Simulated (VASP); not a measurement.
NaTmI4: relaxation of cell and atoms with PBE

The system is NaTmI4.

```xyz
6
Lattice="6.2067 0.0000 0.0000 -3.1033 5.3752 0.0000 0.0000 0.0000 7.3762" Properties=species:S:1:pos:R:3 pbc="T T T"
Na    0.0000    0.0000    3.6881
Tm    0.0000    0.0000    0.0000
I     0.0000    3.5834    0.0000
I     3.1033    1.7917    0.0000
I     0.0000    3.5834    3.6881
I     3.1033    1.7917    3.6881
```

The cell was built from a structure type or drawn by symmetry, and may not be a known phase.

| Item | Value |
| --- | --- |
| Program | VASP 6.6.1 |
| Task | relaxation of cell and atoms |
| Functional | PBE |
| Potentials or basis | VASP PAW PBE potentials, release 64 (Na_pv, Tm_3, I), 4f in core |
| Cutoff | 500 eV |
| k mesh | 3 × 3 × 4 |
| Occupations | gaussian, width 0.1 eV |
| Spin | no spin polarisation |
| Dipole correction | no |
| Mended | yes |
| Further INCAR settings | ALGO = Normal; EDIFF = 1e-07; IBRION = 2; EDIFFG = -0.04; NSW = 90; ISIF = 3 |

```
Relaxed volume                        : 45.86 Å³/atom
Relaxed cell                          : a = 5.845 Å, b = 5.845 Å, c = 9.300 Å, α = 90.00°, β = 90.00°, γ = 120.00°
Space group after relaxing (to 0.1 Å) : P6/mmm (No. 191)
Energy gained by relaxing             : 184.9 meV/atom
Ionic steps                           : 9
Pressure after relaxing               : -0.1 GPa
Band gap on the k mesh                : zero (bands 22 and 23 overlap by 0.53 eV)
```

Stress tensor (GPa, compression positive):
```
-0.14  0.00  0.00
 0.00 -0.14  0.00
 0.00  0.00  0.03
```

The path:
```
step  energy change (eV)  largest force (eV/Å)  pressure (GPa)  volume (Å³)
   1              0.0000                0.0000           -1.46       246.08
   2             -0.7192                0.0000            0.21       232.25
   3             -0.8375                0.0000            2.10       223.58
   4             -0.8423                0.0000            1.80       224.76
   5             -0.9942                0.0000            1.06       237.41
   6             -1.0802                0.0000            0.45       253.06
   7             -1.1057                0.0000           -0.25       285.33
   8             -1.1090                0.0000           -0.15       279.07
   9             -1.1097                0.0000           -0.08       275.15
```

Final structure:
```
Na Tm I
1.0
     5.84482    0.00000    0.00000
    -2.92241    5.06176    0.00000
     0.00000    0.00000    9.30021
Na Tm I
1 1 4
Direct
  0.00000 0.00000 0.50000
  0.00000 0.00000 0.00000
  0.33333 0.66667 0.00000
  0.66667 0.33333 0.00000
  0.33333 0.66667 0.50000
  0.66667 0.33333 0.50000
```

Levels at points of the mesh, in eV from the Fermi level:
```
           k point  band 19  band 20  band 21  band 22  band 23  band 24  band 25  band 26
(0.00, 0.00, 0.00)    -2.18    -0.82    -0.82    -0.65    -0.59     0.71     0.71     0.91
(0.00, 0.00, 0.50)    -2.12    -0.84    -0.84    -0.76    -0.38     0.73     0.73     0.96
```

It took 11 min on 1 thread of Intel(R) Xeon(R) Platinum 8488C (Sapphire Rapids), on a shared host, peak memory 0.4 GiB.

Caveat: the k points lie up to 0.41 Å⁻¹ apart in the final cell, too coarse for converged energies and pressures of a metal; a cell axis changed by over 15 % at a fixed basis, so the end point is rough; spin-orbit coupling is left out, which moves the levels of the heavy elements; the 4f electrons are frozen in the core, so they carry no moment and show no levels; the run has no spin polarisation, though such a crystal can be magnetic. Spin polarisation is off, so any magnetic state and its effect on volume and gap are missing.
